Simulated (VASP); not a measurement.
# V (Im-3m) in VASP: a series of runs

Runs on V. Level: PBEsol. Tasks: single point.

Program: VASP 6.6.1. These are calculated values, not measurements. Logs are shortened: lines on timing, memory, paths and dates and some standing lists are left out, and cuts for length are marked.

### 1 The cell of the first run

Symmetry: Im-3m, No. 229, cubic system. Conventional cell: a = 3.020 Å, b = 3.020 Å, c = 3.020 Å, α = 90.00°, β = 90.00°, γ = 90.00°. V (site symmetry m-3m) has 14 V at 2.62 to 3.02 Å within 3.5 Å.

### 2 Single point, PBEsol

The input, INCAR:

```
PREC = Accurate
ENCUT = 520
EDIFF = 1E-7
ISMEAR = 1
SIGMA = 0.1
LREAL = F
LASPH = T
NELM = 100
ALGO = Normal
ISIF = 2
LWAVE = F
LCHARG = T
GGA = PS
LELF = T
LVHAR = T
NBANDS = 12
```

The input, KPOINTS:

```
Automatic mesh
0
Gamma
  37 37 37
```

The input, POSCAR:

```
V
1.0
   -1.5100000000      1.5100000000      1.5100000000
    1.5100000000     -1.5100000000      1.5100000000
    1.5100000000      1.5100000000     -1.5100000000
V
1
Direct
    0.0000000000      0.0000000000      0.0000000000
```

Potentials or basis: VASP PAW PBE potentials, release 64 (V_sv).

On the command line:

```console
$ cat potpaw_PBE.64/V_sv/POTCAR > POTCAR
$ mpirun -np 1 vasp_std > vasp.out
```

OUTCAR:

```text
PREC = Accurate
   ENCUT = 520
   EDIFF = 1E-7
   ISMEAR = 1
   LREAL = F
   LASPH = T
   NELM = 100
   ISIF = 2
   GGA = PS

 ion  position               nearest neighbor table
   1  0.000  0.000  0.000-

  LATTYP: Found a body centered cubic cell.
 ALAT       =     3.0200000000

  Lattice vectors:

 A1 = (  -1.5100000000,   1.5100000000,   1.5100000000)
 A2 = (   1.5100000000,  -1.5100000000,   1.5100000000)
 A3 = (   1.5100000000,   1.5100000000,  -1.5100000000)

Analysis of symmetry for initial positions (statically):
=====================================================================
 Subroutine PRICEL returns:
 Original cell was already a primitive cell.

 Routine SETGRP: Setting up the symmetry group for a
 body centered cubic supercell.

 Subroutine GETGRP returns: Found 48 space group operations
 (whereof 48 operations were pure point group operations)
 out of a pool of 48 trial point group operations.

The static configuration has the point symmetry O_h .

Analysis of symmetry for dynamics (positions and initial velocities):
=====================================================================
 Subroutine PRICEL returns:
 Original cell was already a primitive cell.

 Routine SETGRP: Setting up the symmetry group for a
 body centered cubic supercell.

 Subroutine GETGRP returns: Found 48 space group operations
 (whereof 48 operations were pure point group operations)
 out of a pool of 48 trial point group operations.

The dynamic configuration has the point symmetry O_h .

 Subroutine INISYM returns: Found 48 space group operations
 (whereof 48 operations are pure point group operations),
 and found     1 'primitive' translations

----------------------------------------------------------------------------------------

                                     Primitive cell

  volume of cell :      13.7718

  direct lattice vectors                    reciprocal lattice vectors
    -1.510000000  1.510000000  1.510000000     0.000000000  0.331125828  0.331125828
     1.510000000 -1.510000000  1.510000000     0.331125828  0.000000000  0.331125828
     1.510000000  1.510000000 -1.510000000     0.331125828  0.331125828  0.000000000

  length of vectors
     2.615396719  2.615396719  2.615396719     0.468282637  0.468282637  0.468282637

  position of ions in fractional coordinates (direct lattice)
     0.000000000  0.000000000  0.000000000

  ion indices of the primitive-cell ions
   primitive index   ion index
                 1           1

----------------------------------------------------------------------------------------

 KPOINTS: Automatic mesh

Automatic generation of k-mesh.
 Grid dimensions read from file:
 generate k-points for:   37   37   37

 Generating k-lattice:

  Cartesian coordinates                     Fractional coordinates (reciprocal lattice)
     0.000000000  0.008949347  0.008949347     0.027027027  0.000000000  0.000000000
     0.008949347  0.000000000  0.008949347     0.000000000  0.027027027  0.000000000
     0.008949347  0.008949347  0.000000000     0.000000000  0.000000000  0.027027027

  Length of vectors
     0.012656287  0.012656287  0.012656287

  Shift w.r.t. Gamma in fractional coordinates (k-lattice)
     0.000000000  0.000000000  0.000000000

 Subroutine IBZKPT returns following result:
 ===========================================

 Found   1330 irreducible k-points:

 Following reciprocal coordinates:
            Coordinates               Weight
  0.000000  0.000000  0.000000      1.000000
  0.027027  0.000000  0.000000     12.000000
  0.054054  0.000000  0.000000     12.000000
  0.081081  0.000000  0.000000     12.000000
  0.108108  0.000000  0.000000     12.000000
  0.135135  0.000000  0.000000     12.000000
[... 16 lines left out ...]
  0.108108  0.027027 -0.000000     48.000000
  0.135135  0.027027  0.000000     48.000000
 [... further k-points ...]
   k-points           NKPTS =   1330   k-points in BZ     NKDIM =   1330   number of bands    NBANDS=     12
   number of dos      NEDOS =    301   number of ions     NIONS =      1
   total plane-waves  NPLWV =   8000
   dimension x,y,z NGX =    20 NGY =   20 NGZ =   20
   dimension x,y,z NGXF=    40 NGYF=   40 NGZF=   40
   ions per type =               1
   NGX,Y,Z   is equivalent  to a cutoff of  12.71, 12.71, 12.71 a.u.
   NGXF,Y,Z  is equivalent  to a cutoff of  25.43, 25.43, 25.43 a.u.
 SYSTEM =  unknown system
   PREC   = accura    normal or accurate (medium, high low for compatibility)
   ISTART =      0    job   : 0-new  1-cont  2-samecut
   ICHARG =      2    charge: 1-file 2-atom 10-const
   ISPIN  =      1    spin polarized calculation?
   LNONCOLLINEAR =      F non collinear calculations
   LSORBIT =      F    spin-orbit coupling
   LASPH  =      T    aspherical Exc in radial PAW
   ENCUT  =  520.0 eV  38.22 Ry    6.18 a.u.   4.86  4.86  4.86*2*pi/ulx,y,z
   NELM   =    100;   NELMIN=  2; NELMDL= -5     # of ELM steps
   EDIFF  = 0.1E-06   stopping-criterion for ELM
   LREAL  =      F    real-space projection
   EDIFFG = 0.1E-05   stopping-criterion for IOM
   NSW    =      0    number of steps for IOM
   IBRION =     -1    ionic relax: 0-MD 1-quasi-New 2-CG
   NFREE  =      0    steps in history (QN), initial steepest desc. (CG)
   ISIF   =      2    stress and relaxation
   ISYM   =      2    0-nonsym 1-usesym 2-fastsym
   POTIM  = 0.5000    time-step for ionic-motion
   TEBEG  =    0.0;   TEEND  =   0.0 temperature during run
   PSTRESS=    0.0 pullay stress
   NELECT =      13.0000    total number of electrons
   NUPDOWN=      -1.0000    fix difference up-down
   EMIN   =  10.00;   EMAX   =-10.00  energy-range for DOS
   EFERMI =   0.00;   METHOD = LEGACY
   ISMEAR =     1;   SIGMA  =   0.10  broadening in eV -4-tet -1-fermi 0-gaus
   EFERMI_NEDOS =   21; number of points for ismear=-14 and -15
   IALGO  =     38    algorithm
   IMIX   =      4    mixing-type and parameters
     AMIX     =   0.40;   BMIX     =  1.00
     AMIX_MAG =   1.60;   BMIX_MAG =  1.00
  volume/ion in A,a.u.               =      13.77        92.94
  Fermi-wavevector in a.u.,A,eV,Ry     =   1.605927  3.034761 35.089425  2.579000
  Thomas-Fermi vector in A             =   2.702195
   LORBIT       =      0    0 simple, 1 ext, 2 COOP (PROOUT), +10 PAW based schemes
   GGA     = PS    functional components
   LHFCALC =     F    Hartree Fock is set to
   AEXX    =    0.0000 exact exchange contribution
   IVDW    =     0    specifies the selected vdW correction
   LEPSILON=     F    determine dielectric tensor
   LRPA    =     F    only Hartree local field effects (RPA)
 non-spin polarized calculation
 Methfessel and Paxton  Order N= 1 SIGMA  =   0.10
  energy-cutoff  :      520.00
  volume of cell :       13.77
 maximum number of plane-waves:       382
   NGX =  9   NGY =  9   NGZ =  9

 number of electron      12.9999994 magnetization

 Free energy of the ion-electron system (eV)
  ---------------------------------------------------
  ext. energy  EPLUGINS =         0.00000000
  ---------------------------------------------------
  free energy    TOTEN  =        -9.60630025 eV

  energy without entropy =       -9.60638748  energy(sigma->0) =       -9.60632933

 E-fermi :   9.2827     XC(G=0): -12.9368

 val. band max:        9.2824918016   @ k =  -0.2432   0.2432   0.0811
 cond. band min:       9.2831086039   @ k =  -0.2432   0.2432   0.1351
 fundamental gap:      0.0006168024
 Fermi energy:         9.2826852496

 k-point     1 :       0.0000    0.0000    0.0000
  band No.  band energies     occupation
      1     -54.2169      2.00000
      2     -27.6527      2.00000
      3     -27.6527      2.00000
      4     -27.6527      2.00000
      5       2.7404      2.00000
      6       9.6942     -0.00000
      7       9.6942     -0.00000
      8       9.6942     -0.00000
      9      11.6422      0.00000
     10      11.6422      0.00000
     11      29.6037      0.00000
     12      29.6037      0.00000

 k-point     2 :       0.0270    0.0000    0.0000
  band No.  band energies     occupation
      1     -54.2156      2.00000
      2     -27.6591      2.00000
      3     -27.6546      2.00000
      4     -27.6527      2.00000
      5       2.7695      2.00000
      6       9.6818     -0.00000
      7       9.6920     -0.00000
      8       9.7148     -0.00000
      9      11.6273      0.00000
     10      11.6430      0.00000
     11      29.5490      0.00000
     12      29.6006      0.00000

 k-point     3 :       0.0541    0.0000    0.0000
  band No.  band energies     occupation
      1     -54.2118      2.00000
      2     -27.6780      2.00000
      3     -27.6604      2.00000
      4     -27.6528      2.00000
      5       2.8566      2.00000
      6       9.6451     -0.00000
      7       9.6843     -0.00000
      8       9.7764     -0.00000
      9      11.5852      0.00000
     10      11.6453      0.00000
     11      29.3849      0.00000
     12      29.5855      0.00000

 k-point     4 :       0.0811    0.0000    0.0000
  band No.  band energies     occupation
      1     -54.2054      2.00000
      2     -27.7089      2.00000
      3     -27.6699      2.00000
      4     -27.6531      2.00000
      5       2.9999      2.00000
      6       9.5857     -0.00016
      7       9.6682     -0.00000
      8       9.8780     -0.00000
      9      11.5228      0.00000
     10      11.6496      0.00000
     11      29.1114      0.00000
     12      29.5415      0.00000

 k-point     5 :       0.1081    0.0000    0.0000
  band No.  band energies     occupation
      1     -54.1967      2.00000
      2     -27.7507      2.00000
      3     -27.6828      2.00000
      4     -27.6533      2.00000
      5       3.1966      2.00000
      6       9.5060     -0.00703
      7       9.6395     -0.00001
      8      10.0181     -0.00000
      9      11.4510      0.00000
     10      11.6564      0.00000
     11      28.7279      0.00000
     12      29.4440      0.00000

 k-point     6 :       0.1351    0.0000    0.0000
  band No.  band energies     occupation
      1     -54.1860      2.00000
      2     -27.8021      2.00000
      3     -27.6987      2.00000
      4     -27.6537      2.00000
      5       3.4425      2.00000
      6       9.4091     -0.07047
      7       9.5937     -0.00010
      8      10.1947     -0.00000
      9      11.3826      0.00000
     10      11.6661      0.00000
     11      28.2350      0.00000
     12      29.2679      0.00000

 k-point     7 :       0.1622    0.0000    0.0000
  band No.  band energies     occupation
      1     -54.1736      2.00000
      2     -27.8614      2.00000
      3     -27.7170      2.00000
      4     -27.6541      2.00000
      5       3.7321      2.00000
      6       9.2987      0.73252
      7       9.5287     -0.00277
      8      10.4048     -0.00000
      9      11.3297      0.00000
     10      11.6793      0.00000
     11      27.6373      0.00000
     12      29.0000      0.00000

 k-point     8 :       0.1892    0.0000    0.0000
  band No.  band energies     occupation
      1     -54.1597      2.00000
      2     -27.9270      2.00000
      3     -27.7374      2.00000
      4     -27.6545      2.00000
      5       4.0573      2.00000
      6       9.1788      2.05747
      7       9.4474     -0.04176
      8      10.6449     -0.00000
      9      11.3006      0.00000
     10      11.6966      0.00000
     11      26.9454      0.00000
     12      28.6466      0.00000
[... 166 lines left out ...]
 k-point    20 :       0.0270    0.0270    0.0000
  band No.  band energies     occupation
      1     -54.2130      2.00000
      2     -27.6721      2.00000
      3     -27.6567      2.00000
      4     -27.6543      2.00000
      5       2.8277      2.00000
      6       9.6649     -0.00000
      7       9.6770     -0.00000
      8       9.7583     -0.00000
      9      11.5983      0.00000
     10      11.6450      0.00000
     11      29.4407      0.00000
     12      29.5919      0.00000

 k-point    21 :       0.0541    0.0270    0.0000
  band No.  band energies     occupation
      1     -54.2079      2.00000
      2     -27.6972      2.00000
      3     -27.6635      2.00000
      4     -27.6551      2.00000
      5       2.9428      2.00000
      6       9.6192     -0.00002
      7       9.6610     -0.00000
      8       9.8417     -0.00000
      9      11.5447      0.00000
     10      11.6496      0.00000
     11      29.2271      0.00000
     12      29.5578      0.00000

 k-point    22 :       0.0811    0.0270   -0.0000
  band No.  band energies     occupation
      1     -54.2004      2.00000
      2     -27.7334      2.00000
      3     -27.6747      2.00000
      4     -27.6554      2.00000
      5       3.1129      2.00000
      6       9.5492     -0.00107
      7       9.6382     -0.00001
      8       9.9637     -0.00000
      9      11.4757      0.00000
     10      11.6568      0.00000
     11      28.9064      0.00000
     12      29.4786      0.00000

 k-point    23 :       0.1081    0.0270   -0.0000
  band No.  band energies     occupation
      1     -54.1907      2.00000
      2     -27.7798      2.00000
      3     -27.6892      2.00000
      4     -27.6558      2.00000
      5       3.3344      2.00000
      6       9.4601     -0.03089
      7       9.6012     -0.00006
      8      10.1229     -0.00000
      9      11.4033      0.00000
     10      11.6670      0.00000
     11      28.4770      0.00000
     12      29.3309      0.00000

 k-point    24 :       0.1351    0.0270    0.0000
  band No.  band energies     occupation
      1     -54.1791      2.00000
      2     -27.8349      2.00000
      3     -27.7065      2.00000
      4     -27.6562      2.00000
      5       3.6025      2.00000
      6       9.3556      0.06075
      7       9.5460     -0.00125
      8      10.3171     -0.00000
      9      11.3405      0.00000
     10      11.6805      0.00000
     11      27.9392      0.00000
     12      29.0977      0.00000

 [... further k-points ...]
[... 5 lines left out ...]
  --------------------------------------------------------------------------------------
  -------------------------------------------------------------------------------------
  Total       -0.9181041     -0.9181041     -0.9181041     -0.0000000     -0.0000000     -0.0000000
  in kB     -106.8099454   -106.8099454   -106.8099454     -0.0000000     -0.0000000     -0.0000000
  external PRESSURE =    -106.8099454 kB  Pullay stress =       0.0000000 kB

 VOLUME and BASIS-vectors are now :
 -----------------------------------------------------------------------------
  energy-cutoff  :      520.00
  volume of cell :       13.77
      direct lattice vectors                 reciprocal lattice vectors
    -1.510000000  1.510000000  1.510000000     0.000000000  0.331125828  0.331125828
     1.510000000 -1.510000000  1.510000000     0.331125828  0.000000000  0.331125828
     1.510000000  1.510000000 -1.510000000     0.331125828  0.331125828  0.000000000

 POSITION                                       TOTAL-FORCE (eV/Angst)
 -----------------------------------------------------------------------------------
      0.00000      0.00000      0.00000         0.000000     -0.000000     -0.000000
 -----------------------------------------------------------------------------------
    total drift:                                0.000000     -0.000000      0.000000

  FREE ENERGIE OF THE ION-ELECTRON SYSTEM (eV)
  ---------------------------------------------------
  free  energy   TOTEN  =        -9.6063002526 eV

  energy  without entropy=       -9.6063874786  energy(sigma->0) =       -9.60632933
```

Wall time 2.3 min (1 thread of Intel Xeon Platinum 8259CL at 2.50GHz (Skylake/Cascade Lake), shared host); peak memory 0.31 GiB.

What came out:

```
Free energy : -9.6063 eV
Pressure    : -10.7 GPa
```

Caveat: the PAW data sets were made with another functional, which shifts forces and pressure a little.

[end of part 1 of 2]
